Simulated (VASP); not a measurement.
TaN:

```
CELL_PARAMETERS angstrom
0.00000 2.17900 2.17900
2.17900 0.00000 2.17900
2.17900 2.17900 0.00000
ATOMIC_POSITIONS crystal
Ta 0.50000 0.50000 0.50000
N 0.00000 0.00000 0.00000
```

- Program: VASP 6.6.1
- Task: relaxation of cell and atoms
- Functional: PBE
- Potentials or basis: VASP PAW PBE potentials, release 64 (Ta_pv, N)
- Cutoff: 600 eV
- k mesh: 11 × 11 × 11
- Occupations: fermi-dirac, width 0.02 eV
- Spin: no spin polarisation

At the start: pressure 15.4 GPa; volume 10.35 Å³/atom.

Where does the relaxation end?

Over 4 steps the energy falls by 20.8 meV/atom and the volume is 10.80 Å³/atom (+4.4 %); space group Fm-3m (No. 225, to 0.05 Å).

The path:
```csv
step,energy change (eV),largest force (eV/Å),pressure (GPa),volume (Å³)
1,0.0000,0.0000,15.45,20.69
2,0.1575,0.0000,-26.06,23.83
3,-0.0416,0.0000,-0.48,21.62
4,-0.0417,0.0000,-0.06,21.59
```

Final structure:
```
CELL_PARAMETERS angstrom
0.00000 2.21018 2.21018
2.21018 0.00000 2.21018
2.21018 2.21018 0.00000
ATOMIC_POSITIONS crystal
Ta 0.50000 0.50000 0.50000
N 0.00000 0.00000 0.00000
```
